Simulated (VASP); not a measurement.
A run of VASP 6.6.1 is set up as follows.

INCAR

```
SYSTEM = Hf12HC12
PREC     = Accurate       ! precision mode
ENCUT    = 520            ! plane-wave cutoff, eV
EDIFF    = 1E-7           ! SCF threshold, eV
ISMEAR   = 0              ! smearing method
SIGMA    = 0.1            ! smearing width, eV
LREAL    = Auto         
LASPH    = .True.         ! aspherical terms in the spheres
NELM     = 60             ! most SCF steps
ALGO     = Normal         ! electronic algorithm
ISIF     = 2              ! what is computed and relaxed
LWAVE    = .False.        ! write WAVECAR
LCHARG   = .False.        ! write CHGCAR
LDIPOL   = .True.       
IDIPOL   = 3            
DIPOL    = 0.5 0.5 0.319
GGA      = PE             ! functional
NBANDS   = 102            ! bands
```

The input KPOINTS:

```
regular mesh
0
Gamma
  4 4 1
  0 0 0
```

Contents of POSCAR:

```
Hf12HC12
1.0
    6.5782051141      0.0000000000      0.0000000000
    0.0000000000      6.5782051141      0.0000000000
    0.0000000000      0.0000000000     20.0841322453
Hf C H
12 12 1
Direct
    0.0000000000      0.0000000000      0.1991622018
    0.0000000000      0.5000000000      0.1991622018
    0.5000000000      0.0000000000      0.1991622018
    0.5000000000      0.5000000000      0.1991622018
    0.2500000000      0.2500000000      0.3119533864
    0.2500000000      0.7500000000      0.3119533864
    0.7500000000      0.2500000000      0.3119533864
    0.7500000000      0.7500000000      0.3119533864
    0.0000000000      0.0000000000      0.4231522706
    0.0000000000      0.5000000000      0.4231522706
    0.5000000000      0.0000000000      0.4231522706
    0.5000000000      0.5000000000      0.4231522706
    0.2500000000      0.2500000000      0.1991622018
    0.2500000000      0.7500000000      0.1991622018
    0.7500000000      0.2500000000      0.1991622018
    0.7500000000      0.7500000000      0.1991622018
    0.0000000000      0.0000000000      0.3115316063
    0.0000000000      0.5000000000      0.3115316063
    0.5000000000      0.0000000000      0.3115316063
    0.5000000000      0.5000000000      0.3115316063
    0.2500000000      0.2500000000      0.4274086697
    0.2500000000      0.7500000000      0.4274086697
    0.7500000000      0.2500000000      0.4274086697
    0.7500000000      0.7500000000      0.4274086697
    0.3125000000      0.3125000000      0.4773720540
```

Potentials or basis: VASP PAW PBE potentials, release 64 (Hf_pv, C, H).

Command:

```sh
$ cat potpaw_PBE.64/Hf_pv/POTCAR potpaw_PBE.64/C/POTCAR potpaw_PBE.64/H/POTCAR > POTCAR
$ mpirun -np 1 vasp_std > vasp.out
```

(1) What does it give for the band gap on the k mesh?

(2) Estimate the largest force.

## Answers

(1) zero (an odd number of electrons rules out a gap without spin polarisation).

(2) 1.774 eV/Å.

Caveat: spin-orbit coupling is left out, which moves the levels of the heavy elements.
